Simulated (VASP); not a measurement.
## MoS2: single point with PBE

MoS2, a slab with vacuum:

```xyz
9
Lattice="3.1840 0.0000 0.0000 -1.5920 2.7574 0.0000 0.0000 0.0000 28.3873" Properties=species:S:1:pos:R:3 pbc="T T T"
Mo    0.0401    1.8329    6.4908
Mo   -0.0404    1.8799   21.9250
Mo    1.5917    0.9154    0.0477
S     1.5911    0.9449    4.9364
S     1.5951    0.9394   20.3407
S    -0.0023    1.8577   26.8243
S     1.5635    0.8950    8.0197
S     1.6217    0.9281   23.5009
S     0.0199    1.8581    1.4932
```

This cell differs from its parent crystal: atoms moved at random.

- Program: VASP 6.6.1
- Task: single point
- Functional: PBE
- Potentials or basis: VASP PAW PBE potentials, release 64 (Mo_sv, S)
- Cutoff: 520 eV
- k mesh: 10 × 10 × 1
- Occupations: fermi-dirac, width 0.05 eV
- Spin: no spin polarisation

| Item | Value |
| --- | --- |
| Largest force | 2.684 eV/Å |
| Band gap on the k mesh | 1.07 eV (least direct gap 1.73 eV) |

Forces on the atoms (eV/Å):
```
Mo  -1.124  0.120 -0.407
Mo   1.056 -0.500 -0.170
Mo   0.233  0.500 -2.627
S    0.435 -0.279 -0.196
S   -0.420  0.208  0.355
S    0.005 -0.204  0.571
S    0.689  0.159  0.649
S   -0.637  0.291 -0.244
S   -0.238 -0.295  2.069
```

Levels at points of the mesh, in eV from the valence-band top:
| k point | band 35 | band 36 | band 37 | band 38 | band 39 | band 40 | band 41 | band 42 | band 43 | band 44 |
| --- | --- | --- | --- | --- | --- | --- | --- | --- | --- | --- |
| (0.00, 0.00, 0.00) | -1.80 | -1.72 | -0.69 | -0.45 | 0.00 | 1.82 | 1.93 | 1.96 | 2.08 | 2.20 |
| (0.50, 0.00, 0.00) | -1.62 | -1.59 | -1.19 | -1.14 | -1.01 | 1.61 | 1.62 | 1.76 | 2.09 | 2.18 |
| (0.00, 0.50, 0.00) | -1.63 | -1.61 | -1.25 | -1.16 | -1.03 | 1.57 | 1.62 | 1.72 | 2.08 | 2.17 |
| (0.50, 0.50, 0.00) | -1.57 | -1.53 | -1.22 | -1.17 | -1.13 | 1.60 | 1.67 | 1.69 | 2.09 | 2.18 |

Run time: 17 min on 1 thread of Intel(R) Xeon(R) Platinum 8259CL CPU @ 2.50GHz (Skylake/Cascade Lake) (shared host), peak memory 0.65 GiB.

Caveat: the cell differs from its parent crystal (atoms moved at random); there is no dipole correction, which matters where the two faces differ.
